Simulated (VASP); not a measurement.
Write the native input for VASP 6.6.1 that does the following.

```
Task                   : single point
Functional             : PBE
Dispersion             : D3(BJ)
Potentials or basis    : VASP PAW PBE potentials, release 64 (In_d, Se)
Cutoff                 : 520 eV
k mesh                 : 8 × 8 × 8
Occupations            : gaussian, width 0.15 eV
Spin                   : no spin polarisation
Dipole correction      : no
Further INCAR settings : ALGO = Normal; EDIFF = 1e-06; NBANDS = 30
```

The structure of In3Se lies in POSCAR:

```
In3Se
1.0
    4.7008102814      0.0000000000      0.0000000000
    0.0000000000      4.7008102814      0.0000000000
    0.0000000000      0.0000000000      4.7008102814
In Se
3 1
Direct
    0.0000000000      0.5000000000      0.5000000000
    0.5000000000      0.0000000000      0.5000000000
    0.5000000000      0.5000000000      0.0000000000
    0.0000000000      0.0000000000      0.0000000000
```

One way to write it, as run:

INCAR

```
SYSTEM = In3Se
PREC     = Accurate       ! precision mode
ENCUT    = 520            ! plane-wave cutoff, eV
EDIFF    = 1E-6           ! SCF threshold, eV
ISMEAR   = 0              ! smearing method
SIGMA    = 0.15           ! smearing width, eV
LREAL    = .FALSE.        ! projectors in reciprocal space
LASPH    = .TRUE.         ! aspherical terms in the spheres
NELM     = 100            ! most SCF steps
ALGO     = Normal         ! electronic algorithm
ISIF     = 2              ! what is computed and relaxed
LWAVE    = .FALSE.        ! write WAVECAR
LCHARG   = .TRUE.         ! write CHGCAR
GGA      = PE             ! functional
IVDW     = 12             ! dispersion correction
LELF     = .TRUE.         ! ELF
LVHAR    = .TRUE.       
NBANDS   = 30             ! bands
```

KPOINTS

```
regular mesh
0
G
  8 8 8
  0 0 0
```

Potentials or basis: VASP PAW PBE potentials, release 64 (In_d, Se).

Run with:

```sh
$ cat potpaw_PBE.64/In_d/POTCAR potpaw_PBE.64/Se/POTCAR > POTCAR
$ mpirun -np 1 vasp_std > vasp.out
```

Results of the run:

The pressure is 0.0 GPa. The band gap on the k mesh is zero (an odd number of electrons rules out a gap without spin polarisation) and the dispersion energy per atom is -0.340 eV.

Caveat: spin-orbit coupling is left out, which moves the levels of the heavy elements.

Wall time 34 s on 1 thread of Intel(R) Xeon(R) 6975P-C (Granite Rapids) (shared host), peak memory 0.26 GiB.
